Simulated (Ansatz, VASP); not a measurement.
**Ta in VASP and in Ansatz**

```
Ta
1.0
    -1.66779    1.66779    1.65128
     1.66779   -1.66779    1.65128
     1.66779    1.66779   -1.65128
Ta
1
Direct
  0.00000 0.00000 0.00000
```

Change from the starting cell: equal xx and yy strain of +1 %, PAW files.

Alike in both runs: task electric field gradients; functional PBEsol; k mesh 15 × 15 × 15; occupations fermi-dirac, width 0.05 eV; no spin polarisation.

|  | VASP | Ansatz |
| --- | --- | --- |
| version | VASP 6.6.1 | Ansatz 0.2.0 |
| potentials or method | VASP PAW PBE potentials, release 64 (Ta_pv) | PAW with Ansatz's default frozen-core files, scalar-relativistic |
| plane-wave cutoff (eV) | 400 | 420 |
| valence electrons in the cell | 11 | 13 |

Ansatz gave:

- pressure (GPa): -7.7
- traceless stress, the component that is largest in VASP (GPa): 0.68
- size of Vzz on the site where it differs most (V/Å²): 5.7

**Question.** Which values does VASP return?

**Answer.** Pressure (GPa): -7.6; traceless stress, the component that is largest in VASP (GPa): 0.67; size of Vzz on the site where it differs most (V/Å²): 5.0.

VASP's potentials were made for PBE, not for PBEsol. VASP's potentials hold 11 valence electrons a cell and Ansatz's 13, so a difference there can come from the potentials and not from the codes.

Neither program's run includes spin-orbit coupling.
